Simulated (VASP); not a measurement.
Input of a VASP 6.6.1 run:

The input POSCAR:

```
NaCl
1.0
    0.0000000000      2.8026987877      2.8026987877
    2.8026987877      0.0000000000      2.8026987877
    2.8026987877      2.8026987877      0.0000000000
Na Cl
1 1
Direct
    0.0000000000      0.0000000000      0.0000000000
    0.5000000000      0.5000000000      0.5000000000
```

Contents of INCAR.step1:

```
ALGO = Normal ; EDIFF = 1E-4
ENCUT = 520 ; GGA = PE
ISMEAR = 0 ; LASPH = True
LCHARG = False ; LREAL = False
LWAVE = True ; NBANDS = 14
NELM = 80 ; PREC = Accurate
SIGMA = 0.01
```

File INCAR.step2:

```
ALGO = Normal ; EDIFF = 1E-7
ENCUT = 520 ; ISIF = 2
ISMEAR = 0 ; ISTART = 1
LASPH = True ; LCHARG = False
LMIXTAU = True ; LREAL = False
LWAVE = False ; METAGGA = R2SCAN
NBANDS = 14 ; NELM = 80
PREC = Accurate ; SIGMA = 0.01
```

Contents of KPOINTS:

```
k-points
0
Gamma
  8 8 8
```

Potentials or basis: VASP PAW PBE potentials, release 64 (Na_pv, Cl).

The run is started by

```console
$ cat potpaw_PBE.64/Na_pv/POTCAR potpaw_PBE.64/Cl/POTCAR > POTCAR
$ cp INCAR.step1 INCAR
$ mpirun -np 1 vasp_std > vasp.out
$ cp INCAR.step2 INCAR
$ mpirun -np 1 vasp_std > vasp.out
```

(1) What does it give for the pressure?

(2) What does it give for the band gap on the k mesh?

Results:

(1) -0.2 GPa.

(2) 6.00 eV, direct.

Caveat: the PAW data sets were made with another functional, which shifts forces and pressure a little.
